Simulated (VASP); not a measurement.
## SnO2: single point with PBEsol

SnO2:

```xyz
3
Lattice="1.6171 0.9336 4.7286 -1.6171 0.9336 4.7286 0.0000 -1.8673 4.7286" Properties=species:S:1:pos:R:3 pbc="T T T"
Sn    0.0000    0.0000    7.0929
O     0.0000    0.0000    3.3644
O     0.0000    0.0000   10.8213
```

This cell differs from its parent crystal: strain -0.0150 x Voigt [0, 0, 1, 0, 0, 0].

```yaml
Program: VASP 6.6.1
Task: single point
Functional: PBEsol
Potentials_or_basis: VASP PAW PBE potentials, release 64 (Sn_d, O)
Cutoff: 520 eV
k_mesh: 12 × 12 × 12
Occupations: gaussian, width 0.05 eV
Spin: no spin polarisation
```

```yaml
Pressure: -3.4 GPa
Largest_force: 0.155 eV/Å
Band_gap_on_the_k_mesh: 1.84 eV (least direct gap 1.96 eV)
```

Forces in eV/Å, atoms in the order of the input:
```
Sn   0.000  0.000  0.000
O    0.000  0.000 -0.155
O    0.000  0.000  0.155
```

Stress tensor (GPa, compression positive):
```
-4.04  0.00  0.00
 0.00 -4.04  0.00
 0.00  0.00 -2.21
```

Levels at points of the mesh, in eV from the valence-band top:
| k point | band 9 | band 10 | band 11 | band 12 | band 13 | band 14 | band 15 | band 16 | band 17 | band 18 |
| --- | --- | --- | --- | --- | --- | --- | --- | --- | --- | --- |
| (0.00, 0.00, 0.00) | -1.33 | -1.33 | -0.95 | -0.95 | -0.12 | 1.84 | 5.59 | 10.87 | 10.87 | 11.68 |
| (0.50, 0.00, 0.00) | -4.21 | -3.06 | -1.49 | -0.62 | -0.60 | 5.31 | 7.66 | 9.90 | 12.24 | 12.69 |
| (0.50, 0.50, 0.00) | -4.46 | -3.16 | -1.12 | -0.46 | -0.02 | 5.02 | 6.80 | 10.66 | 11.11 | 12.52 |
| (0.50, 0.50, 0.50) | -1.40 | -1.40 | -1.35 | -0.89 | -0.89 | 3.17 | 5.57 | 11.07 | 11.07 | 12.11 |

It took 5.3 min on 1 thread of Intel(R) Xeon(R) Platinum 8559C (Emerald Rapids) (shared host), peak memory 0.33 GiB.

Caveat: the cell differs from its parent crystal (strain -0.0150 x Voigt [0, 0, 1, 0, 0, 0]); the cell stands under tension; the PAW data sets were made with another functional, which shifts forces and pressure a little; spin-orbit coupling is left out, which moves the levels of the heavy elements. A k mesh can miss the band edges.
